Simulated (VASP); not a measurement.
## Au: single point with PBE

Slab: Au, a slab with vacuum.

```xyz
6
Lattice="2.9401 0.0000 0.0000 0.0000 2.9401 0.0000 0.0000 0.0000 26.3948" Properties=species:S:1:pos:R:3 pbc="T T T"
Au    0.7350    0.7350    8.0364
Au    2.2051    2.2051   10.0847
Au    0.7350    0.7350   12.1614
Au    2.2051    2.2051   14.2334
Au    0.7350    0.7350   16.3101
Au    2.2051    2.2051   18.3584
```

- Program: VASP 6.6.1
- Task: single point
- Functional: PBE
- Potentials or basis: VASP PAW PBE potentials, release 64 (Au)
- Cutoff: 520 eV
- k mesh: 12 × 12 × 1
- Occupations: fermi-dirac, width 0.05 eV
- Spin: no spin polarisation

| Quantity | Value |
| --- | --- |
| Largest force | 0.009 eV/Å |
| Band gap on the k mesh | zero (band 33 reaches 4.64 eV, above the bottom of band 34 at -0.36 eV) |

Forces in eV/Å, atoms in the order of the input:
```
Au   0.000  0.000  0.009
Au   0.000  0.000  0.003
Au   0.000  0.000 -0.007
Au   0.000  0.000  0.007
Au   0.000  0.000 -0.003
Au   0.000  0.000 -0.009
```

Levels at points of the mesh, in eV from the Fermi level:
```csv
k point,band 30,band 31,band 32,band 33,band 34,band 35,band 36,band 37,band 38,band 39
"(0.00, 0.00, 0.00)",-2.03,-1.91,-1.88,-1.77,-1.72,-1.72,0.33,1.45,4.91,4.96
"(0.50, 0.00, 0.00)",-1.95,-0.44,-0.44,-0.23,-0.23,0.15,0.15,2.28,2.28,4.13
"(0.50, 0.50, 0.00)",-1.23,1.79,1.79,3.24,3.24,4.62,4.62,4.99,4.99,5.05
```

Run time: 4.2 min on 1 thread of Intel(R) Xeon(R) Platinum 8259CL CPU @ 2.50GHz (Skylake/Cascade Lake), with other jobs on the host, peak memory 0.43 GiB.

Caveat: spin-orbit coupling is left out, which moves the levels of the heavy elements.
